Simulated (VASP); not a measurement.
The system is BAs.

```
B As
1.0
     0.00000    2.38850    2.38850
     2.38850    0.00000    2.38850
     2.38850    2.38850    0.00000
B As
1 1
Direct
  0.00000 0.00000 0.00000
  0.25000 0.25000 0.25000
```

Base run:

| Property | Result |
| --- | --- |
| Program | VASP 6.6.1 |
| Functional | PBEsol |
| Potentials or basis | VASP PAW PBE potentials, release 64 (B, As) |
| Cutoff | 520 eV |
| k mesh | 16 × 16 × 16 |
| Occupations | fermi-dirac, width 0.02 eV |
| Spin | no spin polarisation |

Its results: band gap on the k mesh 1.09 eV, indirect (least direct gap 3.24 eV); pressure 0.1 GPa.

Q: The run is repeated on the same cell with these changes: functional from PBEsol to PBE. What comes out?

A: Band gap on the k mesh 1.19 eV, indirect (least direct gap 3.28 eV); pressure 3.4 GPa.

PBE binds less tightly than PBEsol, so the same cell stands under more pressure.

Caveats: the PAW data sets were made with another functional, which shifts forces and pressure a little (some runs).

A k mesh can miss the band edges.
